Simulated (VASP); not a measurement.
# Pt in VASP: a series of runs

Runs on Pt. Level: PBE+D3(BJ). Tasks: single point, relaxation of the atoms.

Everything below comes from runs of VASP 6.6.1. Logs are shortened: lines on timing, memory, paths and dates and some standing lists are left out, and cuts for length are marked.

## (1) The cell of the first run

The cell holds a slab with vacuum, 16 atoms: a = 5.556 Å, b = 5.556 Å, c = 23.804 Å, α = 90.00°, β = 90.00°, γ = 120.00°.

## (2) Single point, PBE+D3(BJ)

File INCAR:

```
SYSTEM = Pt
ALGO = Normal
DIPOL = 0.5 0.5 0.500
EDIFF = 1E-7
ENCUT = 520
GGA = PE
IDIPOL = 3
ISIF = 2
ISMEAR = 0
IVDW = 12
LASPH = .True.
LCHARG = .False.
LDIPOL = .True.
LREAL = Auto
LWAVE = .False.
NBANDS = 94
NELM = 100
PREC = Accurate
SIGMA = 0.1
```

File KPOINTS:

```
k-points
0
Gamma
  6 6 1
  0 0 0
```

File POSCAR:

```
Pt
1.0
    5.5557316927      0.0000000000      0.0000000000
   -2.7778658463      4.8114047825      0.0000000000
    0.0000000000      0.0000000000     23.8043538974
Pt
16
Direct
    0.3333333333      0.1666666667      0.3570775345
    0.3333333333      0.6666666667      0.3570775345
    0.8333333333      0.1666666667      0.3570775345
    0.8333333333      0.6666666667      0.3570775345
    0.6666666667      0.3333333333      0.4523591782
    0.6666666667      0.8333333333      0.4523591782
    0.1666666667      0.3333333333      0.4523591782
    0.1666666667      0.8333333333      0.4523591782
    0.0000000000      0.5000000000      0.5470038596
    0.0000000000      0.0000000000      0.5470038596
    0.5000000000      0.5000000000      0.5470038596
    0.5000000000      0.0000000000      0.5470038596
    0.3333333333      0.6666666667      0.6433767033
    0.3333333333      0.1666666667      0.6433767033
    0.8333333333      0.6666666667      0.6433767033
    0.8333333333      0.1666666667      0.6433767033
```

Potentials or basis: VASP PAW PBE potentials, release 64 (Pt).

The run is started by

```sh
$ cat potpaw_PBE.64/Pt/POTCAR > POTCAR
$ mpirun -np 1 vasp_std > vasp.out
```

OUTCAR:

```text
SYSTEM = Pt
   EDIFF = 1E-7
   ENCUT = 520
   GGA = PE
   ISIF = 2
   ISMEAR = 0
   IVDW = 12
   LASPH = .True.
   LREAL = Auto
   NELM = 100
   PREC = Accurate
 IVDW          = 12

 ion  position               nearest neighbor table
   1  0.333  0.167  0.357-   2 2.78   2 2.78   3 2.78   3 2.78   4 2.78   4 2.78   7 2.78   8 2.78
                             5 2.78
   2  0.333  0.667  0.357-   1 2.78   1 2.78   4 2.78   4 2.78   3 2.78   3 2.78   8 2.78   7 2.78
                             6 2.78
   3  0.833  0.167  0.357-   4 2.78   4 2.78   1 2.78   1 2.78   2 2.78   2 2.78   5 2.78   6 2.78
                             7 2.78
   4  0.833  0.667  0.357-   3 2.78   3 2.78   2 2.78   2 2.78   1 2.78   1 2.78   6 2.78   5 2.78
                             8 2.78
   5  0.667  0.333  0.452-  12 2.77   9 2.77  11 2.77   6 2.78   6 2.78   7 2.78   7 2.78   8 2.78
                             8 2.78   3 2.78   4 2.78   1 2.78
   6  0.667  0.833  0.452-  11 2.77  10 2.77  12 2.77   5 2.78   5 2.78   8 2.78   8 2.78   7 2.78
                             7 2.78   4 2.78   3 2.78   2 2.78
   7  0.167  0.333  0.452-  10 2.77  11 2.77   9 2.77   8 2.78   8 2.78   5 2.78   5 2.78   6 2.78
                             6 2.78   1 2.78   2 2.78   3 2.78
   8  0.167  0.833  0.452-   9 2.77  12 2.77  10 2.77   7 2.78   7 2.78   6 2.78   6 2.78   5 2.78
                             5 2.78   2 2.78   1 2.78   4 2.78
   9  0.000  0.500  0.547-   8 2.77   5 2.77   7 2.77  10 2.78  10 2.78  11 2.78  11 2.78  12 2.78
[... 22 lines left out ...]
 A1 = (   5.5557316927,   0.0000000000,   0.0000000000)
 A2 = (  -2.7778658463,   4.8114047825,   0.0000000000)
 A3 = (   0.0000000000,   0.0000000000,  23.8043538974)

Analysis of symmetry for initial positions (statically):
=====================================================================
 Subroutine PRICEL returns following result:

  LATTYP: Found a hexagonal cell.
 ALAT       =     2.7778658464
 C/A-ratio  =     8.5692957162

  Lattice vectors:

 A1 = (   2.7778658464,   0.0000000000,   0.0000000000)
 A2 = (  -1.3889329232,   2.4057023913,   0.0000000000)
 A3 = (   0.0000000000,   0.0000000000,  23.8043538974)

   4 primitive cells build up your supercell.

 Routine SETGRP: Setting up the symmetry group for a
 hexagonal supercell.

 Subroutine GETGRP returns: Found  6 space group operations
 (whereof  6 operations were pure point group operations)
 out of a pool of 24 trial point group operations.

The static configuration has the point symmetry C_3v.

Analysis of symmetry for dynamics (positions and initial velocities):
=====================================================================
 Subroutine PRICEL returns following result:

  LATTYP: Found a hexagonal cell.
 ALAT       =     2.7778658464
 C/A-ratio  =     8.5692957162

  Lattice vectors:

 A1 = (   2.7778658464,   0.0000000000,   0.0000000000)
 A2 = (  -1.3889329232,   2.4057023913,   0.0000000000)
 A3 = (   0.0000000000,   0.0000000000,  23.8043538974)

   4 primitive cells build up your supercell.

 Routine SETGRP: Setting up the symmetry group for a
 hexagonal supercell.

 Subroutine GETGRP returns: Found  6 space group operations
 (whereof  6 operations were pure point group operations)
 out of a pool of 24 trial point group operations.

The dynamic configuration has the point symmetry C_3v.

 Subroutine INISYM returns: Found  6 space group operations
 (whereof  6 operations are pure point group operations),
 and found     4 'primitive' translations

----------------------------------------------------------------------------------------

                                     Primitive cell

  volume of cell :     159.0778

  direct lattice vectors                    reciprocal lattice vectors
     2.777865846  0.000000000  0.000000000     0.359988587  0.207839507  0.000000000
    -1.388932923  2.405702391  0.000000000     0.000000000  0.415679015  0.000000000
     0.000000000  0.000000000 23.804353897     0.000000000  0.000000000  0.042009122

  length of vectors
     2.777865846  2.777865846 23.804353897     0.415679015  0.415679015  0.042009122

  position of ions in fractional coordinates (direct lattice)
     0.666666667  0.333333333  0.357077535
     0.333333333  0.666666667  0.452359178
     0.000000000  0.000000000  0.547003860
     0.666666667  0.333333333  0.643376703

  ion indices of the primitive-cell ions
   primitive index   ion index
                 1           1
                 2           7
                 3          12
                 4          14

----------------------------------------------------------------------------------------

 KPOINTS: k-points

Automatic generation of k-mesh.
 Grid dimensions read from file:
 generate k-points for:    6    6    1

 Generating k-lattice:

  Cartesian coordinates                     Fractional coordinates (reciprocal lattice)
     0.029999049  0.017319959  0.000000000     0.166666667  0.000000000  0.000000000
     0.000000000  0.034639918  0.000000000     0.000000000  0.166666667  0.000000000
     0.000000000  0.000000000  0.042009122     0.000000000  0.000000000  1.000000000

  Length of vectors
     0.034639918  0.034639918  0.042009122

  Shift w.r.t. Gamma in fractional coordinates (k-lattice)
     0.000000000  0.000000000  0.000000000

 Subroutine IBZKPT returns following result:
 ===========================================

 Found      7 irreducible k-points:

 Following reciprocal coordinates:
            Coordinates               Weight
  0.000000  0.000000  0.000000      1.000000
  0.166667  0.000000  0.000000      6.000000
  0.333333  0.000000  0.000000      6.000000
  0.500000  0.000000  0.000000      3.000000
  0.166667  0.166667  0.000000      6.000000
  0.333333  0.166667  0.000000     12.000000
  0.333333  0.333333  0.000000      2.000000
   k-points           NKPTS =      7   k-points in BZ     NKDIM =      7   number of bands    NBANDS=     94
   number of dos      NEDOS =    301   number of ions     NIONS =     16
   total plane-waves  NPLWV = 317520
   dimension x,y,z NGX =    42 NGY =   42 NGZ =  180
   dimension x,y,z NGXF=    84 NGYF=   84 NGZF=  360
   ions per type =              16
   NGX,Y,Z   is equivalent  to a cutoff of  12.57, 12.57, 12.57 a.u.
   NGXF,Y,Z  is equivalent  to a cutoff of  25.14, 25.14, 25.14 a.u.
 SYSTEM =  Pt
   PREC   = accura    normal or accurate (medium, high low for compatibility)
   ISTART =      0    job   : 0-new  1-cont  2-samecut
   ICHARG =      2    charge: 1-file 2-atom 10-const
   ISPIN  =      1    spin polarized calculation?
   LNONCOLLINEAR =      F non collinear calculations
   LSORBIT =      F    spin-orbit coupling
   LASPH  =      T    aspherical Exc in radial PAW
   ENCUT  =  520.0 eV  38.22 Ry    6.18 a.u.  10.33 10.33 44.26*2*pi/ulx,y,z
   NELM   =    100;   NELMIN=  2; NELMDL= -5     # of ELM steps
   EDIFF  = 0.1E-06   stopping-criterion for ELM
   LREAL  =      T    real-space projection
   EDIFFG = 0.1E-05   stopping-criterion for IOM
   NSW    =      0    number of steps for IOM
   IBRION =     -1    ionic relax: 0-MD 1-quasi-New 2-CG
   NFREE  =      0    steps in history (QN), initial steepest desc. (CG)
   ISIF   =      2    stress and relaxation
   ISYM   =      2    0-nonsym 1-usesym 2-fastsym
   POTIM  = 0.5000    time-step for ionic-motion
   TEBEG  =    0.0;   TEEND  =   0.0 temperature during run
   PSTRESS=    0.0 pullay stress
   NELECT =     160.0000    total number of electrons
   NUPDOWN=      -1.0000    fix difference up-down
   EMIN   =  10.00;   EMAX   =-10.00  energy-range for DOS
   EFERMI =   0.00;   METHOD = LEGACY
   ISMEAR =     0;   SIGMA  =   0.10  broadening in eV -4-tet -1-fermi 0-gaus
   EFERMI_NEDOS =   21; number of points for ismear=-14 and -15
   IALGO  =     38    algorithm
   IMIX   =      4    mixing-type and parameters
     AMIX     =   0.40;   BMIX     =  1.00
     AMIX_MAG =   1.60;   BMIX_MAG =  1.00
  volume/ion in A,a.u.               =      39.77       268.38
  Fermi-wavevector in a.u.,A,eV,Ry     =   1.033297  1.952647 14.526964  1.067702
  Thomas-Fermi vector in A             =   2.167536
   LORBIT       =      0    0 simple, 1 ext, 2 COOP (PROOUT), +10 PAW based schemes
   GGA     = PE    functional components
   LHFCALC =     F    Hartree Fock is set to
   AEXX    =    0.0000 exact exchange contribution
   IVDW    =    12    specifies the selected vdW correction
   LEPSILON=     F    determine dielectric tensor
   LRPA    =     F    only Hartree local field effects (RPA)
 non-spin polarized calculation
 Gauss-broadening in eV      SIGMA  =   0.10
  energy-cutoff  :      520.00
  volume of cell :      636.31
 maximum number of plane-waves:     17183
 NGX is ok and might be reduce to    42

 dipolmoment           0.000000      0.000000     -0.000927 electrons x Angstroem

 number of electron     160.0000010 magnetization

 dipolmoment           0.000000      0.000000      0.001499 electrons x Angstroem

 Free energy of the ion-electron system (eV)
  ---------------------------------------------------
  ext. energy  EPLUGINS =         0.00000000
  ---------------------------------------------------
  free energy    TOTEN  =       -92.97738413 eV

  energy without entropy =      -92.85899529  energy(sigma->0) =      -92.91818971

 E-fermi :   0.6753     XC(G=0):  -5.8901

 val. band max:        0.6021911415   @ k =   0.3333   0.1667   0.0000
 cond. band min:       0.6760637004   @ k =   0.0000   0.0000   0.0000
 fundamental gap:      0.0738725589
 Fermi energy:         0.6752814030

 k-point     1 :       0.0000    0.0000    0.0000
  band No.  band energies     occupation
      1      -8.8963      2.00000
      2      -7.5281      2.00000
      3      -6.4001      2.00000
      4      -6.3473      2.00000
      5      -6.1264      2.00000
      6      -6.1264      2.00000
[... 654 lines left out ...]
     91       3.6432      0.00000
     92       3.6432      0.00000
 [bands above 92 left out]

------------------------ aborting loop because EDIFF is reached ----------------------------------------

 vacuum level on the upper side and lower side of the slab       (xc-potential included)        -0.037        -0.063

 Edisp (eV)   -9.21470

 E8    (eV) :    -4.3742

  FORCE on cell =-STRESS in cart. coord.  units (eV):
  Direction    XX          YY          ZZ          XY          YZ          ZX
  --------------------------------------------------------------------------------------
  -------------------------------------------------------------------------------------
  Total     -16.90101   -16.90101     1.14235    -0.00000     0.00000     0.00000
  in kB     -42.55531   -42.55531     2.87635    -0.00000     0.00000     0.00000
  external pressure =      -27.41 kB  Pullay stress =        0.00 kB

 VOLUME and BASIS-vectors are now :
 -----------------------------------------------------------------------------
  energy-cutoff  :      520.00
  volume of cell :      636.31
      direct lattice vectors                 reciprocal lattice vectors
     5.555731693  0.000000000  0.000000000     0.179994293  0.103919754  0.000000000
    -2.777865846  4.811404783  0.000000000     0.000000000  0.207839507  0.000000000
     0.000000000  0.000000000 23.804353897     0.000000000  0.000000000  0.042009122

 POSITION                                       TOTAL-FORCE (eV/Angst)
 -----------------------------------------------------------------------------------
      1.38893      0.80190      8.50000         0.000000      0.000000     -0.170896
     -0.00000      3.20760      8.50000        -0.000000      0.000000     -0.170896
      4.16680      0.80190      8.50000         0.000000     -0.000000     -0.170896
      2.77787      3.20760      8.50000         0.000000      0.000000     -0.170896
      2.77787      1.60380     10.76812        -0.000000     -0.000000      0.185958
      1.38893      4.00950     10.76812        -0.000000     -0.000000      0.185958
[... 8 lines left out ...]
      2.77787      3.20760     15.31517        -0.000000      0.000000     -0.005209
      4.16680      0.80190     15.31517         0.000000     -0.000000     -0.005209
 -----------------------------------------------------------------------------------
    total drift:                                0.000000     -0.000000     -0.043350

  FREE ENERGIE OF THE ION-ELECTRON SYSTEM (eV)
  ---------------------------------------------------
  free  energy   TOTEN  =      -102.1920862711 eV

  energy  without entropy=     -102.0736974360  energy(sigma->0) =     -102.13289185

 vacuum level on the upper side and lower side of the slab         6.345         6.326
```

Run time: 43 min. Hardware: 1 thread of Intel Xeon 8259CL, shared host; peak memory 0.78 GiB.

Results:

* Free energy: -102.1921 eV
* Largest force: 0.186 eV/Å
* Band gap on the k mesh: zero (bands 80 and 81 overlap by 0.84 eV)
* Dispersion energy per atom: -0.576 eV

Forces on the atoms (eV/Å):
```
Pt   0.000  0.000 -0.171
Pt   0.000  0.000 -0.171
Pt   0.000  0.000 -0.171
Pt   0.000  0.000 -0.171
Pt   0.000  0.000  0.186
Pt   0.000  0.000  0.186
Pt   0.000  0.000  0.186
Pt   0.000  0.000  0.186
Pt   0.000  0.000 -0.010
Pt   0.000  0.000 -0.010
Pt   0.000  0.000 -0.010
Pt   0.000  0.000 -0.010
Pt   0.000  0.000 -0.005
Pt   0.000  0.000 -0.005
Pt   0.000  0.000 -0.005
Pt   0.000  0.000 -0.005
```

Levels at points of the mesh, in eV from the Fermi level:
```
           k point  band 75  band 76  band 77  band 78  band 79  band 80  band 81  band 82  band 83  band 84
(0.00, 0.00, 0.00)     0.10     0.28     0.28     0.28     0.57     0.57     0.57     0.61     0.61     0.61
(0.50, 0.00, 0.00)    -0.52    -0.52    -0.31    -0.31     0.07     0.07     0.07     0.07     0.30     0.30
```

Caveat: spin-orbit coupling is left out, which moves the levels of the heavy elements.

## (3) Relaxation of the atoms, PBE+D3(BJ)

This run uses another cell than the first one: it holds 12 atoms, not 16.

File INCAR:

```
SYSTEM = Pt
  PREC = Accurate
  ENCUT = 520
  EDIFF = 1E-6
  ISMEAR = 0
  SIGMA = 0.1
  LREAL = .FALSE.
  LASPH = .TRUE.
  NELM = 60
  ALGO = Fast
  ISIF = 2
  LWAVE = .FALSE.
  LCHARG = .FALSE.
  LDIPOL = .TRUE.
  IDIPOL = 3
  DIPOL = 0.5 0.5 0.500
  GGA = PE
  IVDW = 12
  IBRION = 2
  NSW = 90
  EDIFFG = -0.03
```

File KPOINTS:

```
regular mesh
0
G
  4 4 1
  0 0 0
```

File POSCAR:

```
Pt
1.0
    5.5557316926      0.0000000000      0.0000000000
   -2.7778658463      4.8114047824      0.0000000000
    0.0000000000      0.0000000000     20.5362359316
Pt
12
Selective dynamics
Direct
    0.3333333333      0.1666666667      0.3895553220  F F F
    0.3333333333      0.6666666667      0.3895553220  F F F
    0.8333333333      0.1666666667      0.3895553220  F F F
    0.8333333333      0.6666666667      0.3895553220  F F F
    0.6666666667      0.3333333333      0.5000000000  T T T
    0.6666666667      0.8333333333      0.5000000000  T T T
    0.1666666667      0.3333333333      0.5000000000  T T T
    0.1666666667      0.8333333333      0.5000000000  T T T
    0.0000000000      0.5000000000      0.6104446780  T T T
    0.0000000000      0.0000000000      0.6104446780  T T T
    0.5000000000      0.5000000000      0.6104446780  T T T
    0.5000000000      0.0000000000      0.6104446780  T T T
```

Potentials or basis: VASP PAW PBE potentials, release 64 (Pt).

The run is started by

```sh
$ cat potpaw_PBE.64/Pt/POTCAR > POTCAR
$ mpirun -np 1 vasp_std > vasp.out
```

Run time: 18 min. Hardware: 1 thread of Oxide Virtual Turin-like, shared host; peak memory 0.6 GiB.

It converged, with:

- Free energy: -74.2647 eV
- Energy gained by relaxing: 1.8 meV/atom
- Ionic steps: 5
- Band gap on the k mesh: zero (bands 60 and 61 overlap by 0.65 eV)
- Dispersion energy per atom: -0.512 eV

The path:
```tsv
step	energy change (eV)	largest force on free atoms (eV/Å)	pressure (GPa)
1	0.0000	0.1871	-2.62
2	-0.0056	0.1246	-2.74
3	-0.0104	0.1860	-2.97
4	-0.0148	0.1401	-3.05
5	-0.0215	0.0172	-3.30
```

Final structure:
```yaml
crystal:
  lattice:
    - [5.55573, 0.00000, 0.00000]
    - [-2.77787, 4.81140, 0.00000]
    - [0.00000, 0.00000, 20.53624]
  atoms:
    - { symbol: Pt, position: [0.33333, 0.16667, 0.38956] }
    - { symbol: Pt, position: [0.33333, 0.66667, 0.38956] }
    - { symbol: Pt, position: [0.83333, 0.16667, 0.38956] }
    - { symbol: Pt, position: [0.83333, 0.66667, 0.38956] }
    - { symbol: Pt, position: [0.66667, 0.33333, 0.50124] }
    - { symbol: Pt, position: [0.66667, 0.83333, 0.50124] }
    - { symbol: Pt, position: [0.16667, 0.33333, 0.50124] }
    - { symbol: Pt, position: [0.16667, 0.83333, 0.50124] }
    - { symbol: Pt, position: [0.00000, 0.50000, 0.61300] }
    - { symbol: Pt, position: [0.00000, 0.00000, 0.61300] }
    - { symbol: Pt, position: [0.50000, 0.50000, 0.61300] }
    - { symbol: Pt, position: [0.50000, 0.00000, 0.61300] }
```

Levels at points of the mesh, in eV from the Fermi level:
```
           k point  band 55  band 56  band 57  band 58  band 59  band 60  band 61  band 62  band 63  band 64
(0.00, 0.00, 0.00)     0.28     0.28     0.28     0.54     0.54     0.54     0.60     0.60     0.60     0.77
(0.50, 0.00, 0.00)    -0.76    -0.76    -0.63    -0.63    -0.14    -0.14     0.02     0.02     0.30     0.30
```

Caveat: spin-orbit coupling is left out, which moves the levels of the heavy elements.
